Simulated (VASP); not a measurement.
# Ti3O4 (Cmmm) in VASP: single point with r2SCAN

Aim: the single point of Ti3O4 with r2SCAN.

All numbers are computed with VASP 6.6.1; they aren't measurements. Logs are shortened: lines on timing, memory, paths and dates and some standing lists are left out, and cuts for length are marked.

**1. The cell of the first run**

Symmetry: Cmmm, No. 65, orthorhombic system. The conventional cell has a = 5.607 Å, b = 7.889 Å, c = 2.930 Å, α = 90.00°, β = 90.00°, γ = 90.00°. Within 2.7 Å of Ti (site symmetry mmm) lie 6 O at 2.01 to 2.07 Å. Within 2.6 Å of Ti (site symmetry 2/m) lie 6 O at 1.97 to 2.03 Å. O (site symmetry 2mm) has 4 Ti at 1.97 to 2.01 Å within 2.6 Å. O (site symmetry m2m) has 5 Ti at 2.03 to 2.07 Å and 12 O at 2.78 to 2.93 Å within 3.0 Å.

**2. Single point, r2SCAN (9.26 Å³/atom)**

Contents of POSCAR:

```
Ti3O4
1.0
    2.8037232575     -3.9446875741      0.0000000000
    2.8037232575      3.9446875741      0.0000000000
    0.0000000000      0.0000000000      2.9301579295
Ti O
3 4
Direct
    0.0000000000      0.0000000000      0.5000000000
    0.5000000000      0.0000000000      0.0000000000
    0.0000000000      0.5000000000      0.0000000000
    0.7551644786      0.7551644786      0.0000000000
    0.2622933985      0.7377066015      0.5000000000
    0.2448355214      0.2448355214      0.0000000000
    0.7377066015      0.2622933985      0.5000000000
```

Contents of INCAR.step1:

```
SYSTEM = Ti3O4
  PREC = Accurate
  ENCUT = 520
  ISMEAR = 0
  SIGMA = 0.1
  LREAL = .FALSE.
  LASPH = .TRUE.
  NELM = 100
  NBANDS = 39
  GGA = PE
  ALGO = Normal
  EDIFF = 1E-4
  LWAVE = .TRUE.
  LCHARG = .FALSE.
```

Contents of INCAR.step2:

```
SYSTEM = Ti3O4
  PREC = Accurate
  ENCUT = 520
  EDIFF = 1E-7
  ISMEAR = 0
  SIGMA = 0.1
  LREAL = .FALSE.
  LASPH = .TRUE.
  NELM = 100
  ALGO = Normal
  ISIF = 2
  LWAVE = .FALSE.
  LCHARG = .FALSE.
  METAGGA = R2SCAN
  LMIXTAU = .TRUE.
  NBANDS = 39
  ISTART = 1
```

Contents of KPOINTS:

```
regular mesh
0
G
  8 8 12
  0 0 0
```

Potentials or basis: VASP PAW PBE potentials, release 64 (Ti_sv, O).

The run is started by

```console
> cat potpaw_PBE.64/Ti_sv/POTCAR potpaw_PBE.64/O/POTCAR > POTCAR
> cp INCAR.step1 INCAR
> mpirun -np 1 vasp_std > vasp.out
> cp INCAR.step2 INCAR
> mpirun -np 1 vasp_std > vasp.out
```

OUTCAR:

```text
SYSTEM = Ti3O4
   PREC = Accurate
   ENCUT = 520
   EDIFF = 1E-7
   ISMEAR = 0
   LREAL = .FALSE.
   LASPH = .TRUE.
   NELM = 100
   ISIF = 2
   METAGGA = R2SCAN
   ISTART = 1

 ion  position               nearest neighbor table
   1  0.000  0.000  0.500-   4 2.01   6 2.01   4 2.01   6 2.01   5 2.07   7 2.07   2 2.83   3 2.83
                             2 2.83   3 2.83   3 2.83   3 2.83   2 2.83   2 2.83
   2  0.500  0.000  0.000-   4 1.97   6 1.97   5 2.03   7 2.03   5 2.03   7 2.03   3 2.80   3 2.80
                             1 2.83   1 2.83   1 2.83   1 2.83
   3  0.000  0.500  0.000-   4 1.97   6 1.97   5 2.03   7 2.03   5 2.03   7 2.03   2 2.80   2 2.80
                             1 2.83   1 2.83   1 2.83   1 2.83
   4  0.755  0.755  0.000-   2 1.97   3 1.97   1 2.01   1 2.01
   5  0.262  0.738  0.500-   2 2.03   3 2.03   2 2.03   3 2.03   1 2.07
   6  0.245  0.245  0.000-   2 1.97   3 1.97   1 2.01   1 2.01
   7  0.738  0.262  0.500-   2 2.03   3 2.03   2 2.03   3 2.03   1 2.07

  LATTYP: Found a base centered orthorhombic cell.
 ALAT       =     5.6074465150
 B/A-ratio  =     1.4069461255
 C/A-ratio  =     0.5225476376

  Lattice vectors:

 A1 = (   2.8037232575,  -3.9446875741,   0.0000000000)
 A2 = (   2.8037232575,   3.9446875741,   0.0000000000)
 A3 = (   0.0000000000,   0.0000000000,   2.9301579295)

Analysis of symmetry for initial positions (statically):
=====================================================================
 Subroutine PRICEL returns:
 Original cell was already a primitive cell.

 Routine SETGRP: Setting up the symmetry group for a
 base centered orthorhombic supercell.

 Subroutine GETGRP returns: Found  8 space group operations
 (whereof  8 operations were pure point group operations)
 out of a pool of  8 trial point group operations.

The static configuration has the point symmetry D_2h.

Analysis of symmetry for dynamics (positions and initial velocities):
=====================================================================
 Subroutine PRICEL returns:
 Original cell was already a primitive cell.

 Routine SETGRP: Setting up the symmetry group for a
 base centered orthorhombic supercell.

 Subroutine GETGRP returns: Found  8 space group operations
 (whereof  8 operations were pure point group operations)
 out of a pool of  8 trial point group operations.

The dynamic configuration has the point symmetry D_2h.

 Subroutine INISYM returns: Found  8 space group operations
 (whereof  8 operations are pure point group operations),
 and found     1 'primitive' translations

----------------------------------------------------------------------------------------

                                     Primitive cell

  volume of cell :      64.8140

  direct lattice vectors                    reciprocal lattice vectors
     2.803723258 -3.944687574  0.000000000     0.178334291 -0.126752751  0.000000000
     2.803723258  3.944687574  0.000000000     0.178334291  0.126752751  0.000000000
     0.000000000  0.000000000  2.930157929     0.000000000  0.000000000  0.341278533

  length of vectors
     4.839568593  4.839568593  2.930157929     0.218790720  0.218790720  0.341278533

  position of ions in fractional coordinates (direct lattice)
     0.000000000  0.000000000  0.500000000
     0.500000000  0.000000000  0.000000000
     0.000000000  0.500000000  0.000000000
     0.755164479  0.755164479  0.000000000
     0.262293398  0.737706602  0.500000000
     0.244835521  0.244835521  0.000000000
     0.737706602  0.262293398  0.500000000

  ion indices of the primitive-cell ions
   primitive index   ion index
                 1           1
                 2           2
                 3           3
                 4           4
                 5           5
                 6           6
                 7           7

----------------------------------------------------------------------------------------

 KPOINTS: regular mesh

Automatic generation of k-mesh.
 Grid dimensions read from file:
 generate k-points for:    8    8   12

 Generating k-lattice:

  Cartesian coordinates                     Fractional coordinates (reciprocal lattice)
     0.022291786 -0.015844094  0.000000000     0.125000000  0.000000000  0.000000000
     0.022291786  0.015844094  0.000000000     0.000000000  0.125000000  0.000000000
     0.000000000  0.000000000  0.028439878     0.000000000  0.000000000  0.083333333

  Length of vectors
     0.027348840  0.027348840  0.028439878

  Shift w.r.t. Gamma in fractional coordinates (k-lattice)
     0.000000000  0.000000000  0.000000000

 Subroutine IBZKPT returns following result:
 ===========================================

 Found    147 irreducible k-points:

 Following reciprocal coordinates:
            Coordinates               Weight
  0.000000  0.000000  0.000000      1.000000
  0.125000 -0.000000  0.000000      4.000000
  0.250000 -0.000000  0.000000      4.000000
  0.375000  0.000000  0.000000      4.000000
  0.500000 -0.000000  0.000000      2.000000
  0.125000  0.125000  0.000000      2.000000
[... 16 lines left out ...]
  0.125000 -0.000000  0.083333      8.000000
  0.250000 -0.000000  0.083333      8.000000
 [... further k-points ...]
   k-points           NKPTS =    147   k-points in BZ     NKDIM =    147   number of bands    NBANDS=     39
   number of dos      NEDOS =    301   number of ions     NIONS =      7
   total plane-waves  NPLWV =  31104
   dimension x,y,z NGX =    36 NGY =   36 NGZ =   24
   dimension x,y,z NGXF=    72 NGYF=   72 NGZF=   48
   ions per type =               3   4
   NGX,Y,Z   is equivalent  to a cutoff of  12.37, 12.37, 13.62 a.u.
   NGXF,Y,Z  is equivalent  to a cutoff of  24.73, 24.73, 27.23 a.u.
 SYSTEM =  Ti3O4
   PREC   = accura    normal or accurate (medium, high low for compatibility)
   ISTART =      1    job   : 0-new  1-cont  2-samecut
   ICHARG =      0    charge: 1-file 2-atom 10-const
   ISPIN  =      1    spin polarized calculation?
   LNONCOLLINEAR =      F non collinear calculations
   LSORBIT =      F    spin-orbit coupling
   LASPH  =      T    aspherical Exc in radial PAW
   ENCUT  =  520.0 eV  38.22 Ry    6.18 a.u.   9.00  9.00  5.45*2*pi/ulx,y,z
   NELM   =    100;   NELMIN=  2; NELMDL=  0     # of ELM steps
   EDIFF  = 0.1E-06   stopping-criterion for ELM
   LREAL  =      F    real-space projection
   EDIFFG = 0.1E-05   stopping-criterion for IOM
   NSW    =      0    number of steps for IOM
   IBRION =     -1    ionic relax: 0-MD 1-quasi-New 2-CG
   NFREE  =      0    steps in history (QN), initial steepest desc. (CG)
   ISIF   =      2    stress and relaxation
   ISYM   =      2    0-nonsym 1-usesym 2-fastsym
   POTIM  = 0.5000    time-step for ionic-motion
   TEBEG  =    0.0;   TEEND  =   0.0 temperature during run
   PSTRESS=    0.0 pullay stress
   NELECT =      60.0000    total number of electrons
   NUPDOWN=      -1.0000    fix difference up-down
   EMIN   =  10.00;   EMAX   =-10.00  energy-range for DOS
   EFERMI =   0.00;   METHOD = LEGACY
   ISMEAR =     0;   SIGMA  =   0.10  broadening in eV -4-tet -1-fermi 0-gaus
   EFERMI_NEDOS =   21; number of points for ismear=-14 and -15
   IALGO  =     38    algorithm
   IMIX   =      4    mixing-type and parameters
     AMIX     =   0.40;   BMIX     =  1.00
     AMIX_MAG =   1.60;   BMIX_MAG =  1.00
  volume/ion in A,a.u.               =       9.26        62.48
  Fermi-wavevector in a.u.,A,eV,Ry     =   1.595520  3.015096 34.636145  2.545685
  Thomas-Fermi vector in A             =   2.693426
   LORBIT       =      0    0 simple, 1 ext, 2 COOP (PROOUT), +10 PAW based schemes
   METAGGA = R2SCAN    functional components
   LHFCALC =     F    Hartree Fock is set to
   AEXX    =    0.0000 exact exchange contribution
   IVDW    =     0    specifies the selected vdW correction
   LEPSILON=     F    determine dielectric tensor
   LRPA    =     F    only Hartree local field effects (RPA)
 non-spin polarized calculation
 Gauss-broadening in eV      SIGMA  =   0.10
  energy-cutoff  :      520.00
  volume of cell :       64.81
 maximum number of plane-waves:      1764
   NGX = 17   NGY = 17   NGZ = 11

 number of electron      60.0000001 magnetization

 Free energy of the ion-electron system (eV)
  ---------------------------------------------------
  ext. energy  EPLUGINS =         0.00000000
  ---------------------------------------------------
  free energy    TOTEN  =       -83.18013921 eV

  energy without entropy =      -83.16719733  energy(sigma->0) =      -83.17366827

 E-fermi :  10.6957     XC(G=0): -13.3769

 val. band max:       10.6946074210   @ k =   0.5000   0.3750   0.0833
 cond. band min:      10.6979297301   @ k =   0.3750   0.0000   0.2500
 fundamental gap:      0.0033223092
 Fermi energy:        10.6956994233

 k-point     1 :       0.0000    0.0000    0.0000
  band No.  band energies     occupation
      1     -49.8609      2.00000
      2     -49.7556      2.00000
      3     -49.5207      2.00000
      4     -25.8039      2.00000
      5     -25.5430      2.00000
      6     -25.1957      2.00000
[... 31 lines left out ...]
     38      13.1181      0.00000
     39      13.1378      0.00000

 k-point     2 :       0.1250   -0.0000    0.0000
  band No.  band energies     occupation
      1     -49.8563      2.00000
      2     -49.7586      2.00000
      3     -49.5225      2.00000
      4     -25.7737      2.00000
      5     -25.5292      2.00000
      6     -25.1894      2.00000
[... 31 lines left out ...]
     38      13.0686      0.00000
     39      13.0940      0.00000

 k-point     3 :       0.2500   -0.0000    0.0000
  band No.  band energies     occupation
      1     -49.8435      2.00000
      2     -49.7675      2.00000
      3     -49.5268      2.00000
      4     -25.6939      2.00000
      5     -25.4877      2.00000
      6     -25.1695      2.00000
[... 832 lines left out ...]
 k-point    23 :       0.1250   -0.0000    0.0833
  band No.  band energies     occupation
      1     -49.8515      2.00000
      2     -49.7557      2.00000
      3     -49.5209      2.00000
      4     -25.7539      2.00000
      5     -25.5119      2.00000
      6     -25.1837      2.00000
[... 31 lines left out ...]
     38      12.9814      0.00000
     39      13.0991      0.00000

 k-point    24 :       0.2500   -0.0000    0.0833
  band No.  band energies     occupation
      1     -49.8390      2.00000
      2     -49.7646      2.00000
      3     -49.5250      2.00000
      4     -25.6765      2.00000
      5     -25.4742      2.00000
      6     -25.1675      2.00000
[... 31 lines left out ...]
     38      13.0351      0.00000
     39      13.3819      0.00000

 [... further k-points ...]

------------------------ aborting loop because EDIFF is reached ----------------------------------------

  FORCE on cell =-STRESS in cart. coord.  units (eV):
  Direction    XX          YY          ZZ          XY          YZ          ZX
  --------------------------------------------------------------------------------------
  -------------------------------------------------------------------------------------
  Total        9.7669682      9.8631914      9.9019903      0.0000000      0.0000000      0.0000000
  in kB      241.4357495    243.8143495    244.7734432      0.0000000      0.0000000      0.0000000
  external PRESSURE =     243.3411807 kB  Pullay stress =       0.0000000 kB

 VOLUME and BASIS-vectors are now :
 -----------------------------------------------------------------------------
  energy-cutoff  :      520.00
  volume of cell :       64.81
      direct lattice vectors                 reciprocal lattice vectors
     2.803723258 -3.944687574  0.000000000     0.178334291 -0.126752751  0.000000000
     2.803723258  3.944687574  0.000000000     0.178334291  0.126752751  0.000000000
     0.000000000  0.000000000  2.930157929     0.000000000  0.000000000  0.341278533

 POSITION                                       TOTAL-FORCE (eV/Angst)
 -----------------------------------------------------------------------------------
      0.00000      0.00000      1.46508        -0.000000      0.000000      0.000000
      1.40186     -1.97234      0.00000        -0.000000      0.000000      0.000000
      1.40186      1.97234      0.00000        -0.000000      0.000000      0.000000
      4.23454      0.00000      0.00000        -0.080059      0.000000      0.000000
      2.80372      1.87536      1.46508        -0.000000     -0.067799     -0.000000
      1.37290      0.00000      0.00000         0.080059      0.000000      0.000000
      2.80372     -1.87536      1.46508        -0.000000      0.067799      0.000000
 -----------------------------------------------------------------------------------
    total drift:                               -0.000000     -0.000000     -0.000000

  FREE ENERGIE OF THE ION-ELECTRON SYSTEM (eV)
  ---------------------------------------------------
  free  energy   TOTEN  =       -83.1801392101 eV

  energy  without entropy=      -83.1671973300  energy(sigma->0) =      -83.17366827
```

Wall time 14 min (1 thread of Intel Xeon Platinum 8124M at 3.00GHz (Skylake/Cascade Lake), shared host); peak memory 0.38 GiB.

Results:

```yaml
Free_energy: -83.1801 eV
Pressure: 24.3 GPa
Largest_force: 0.080 eV/Å
Band_gap_on_the_k_mesh: zero (bands 30 and 31 overlap by 1.23 eV)
```

Forces on the atoms (eV/Å):
```
Ti   0.000  0.000  0.000
Ti   0.000  0.000  0.000
Ti   0.000  0.000  0.000
O   -0.080  0.000  0.000
O    0.000 -0.068  0.000
O    0.080  0.000  0.000
O    0.000  0.068  0.000
```

Levels at points of the mesh, in eV from the Fermi level:
| k point | band 26 | band 27 | band 28 | band 29 | band 30 | band 31 | band 32 | band 33 | band 34 | band 35 |
| --- | --- | --- | --- | --- | --- | --- | --- | --- | --- | --- |
| (0.00, 0.00, 0.00) | -4.71 | -4.69 | -4.34 | -2.89 | -0.60 | 0.02 | 0.60 | 1.16 | 1.60 | 1.78 |
| (0.50, 0.00, 0.00) | -6.57 | -5.08 | -4.74 | -0.70 | -0.55 | 0.09 | 0.47 | 0.76 | 1.10 | 1.26 |
| (0.50, 0.50, 0.00) | -5.69 | -5.46 | -5.03 | -2.62 | 0.20 | 0.82 | 0.83 | 1.00 | 1.18 | 1.27 |
| (0.00, 0.00, 0.50) | -6.51 | -6.27 | -5.58 | 0.51 | 0.55 | 0.67 | 0.83 | 1.11 | 1.11 | 1.22 |
| (0.50, 0.00, 0.50) | -6.57 | -5.73 | -5.16 | -0.85 | -0.85 | 0.55 | 0.61 | 1.72 | 1.73 | 2.05 |
| (0.50, 0.50, 0.50) | -5.51 | -5.49 | -5.43 | -2.58 | -2.49 | 1.13 | 1.86 | 2.01 | 2.07 | 2.41 |

Caveat: the cell stands under pressure; the PAW data sets were made with another functional, which shifts forces and pressure a little; semilocal functionals often make such compounds metallic where correlation or magnetic order opens a gap, which also shifts bond lengths.
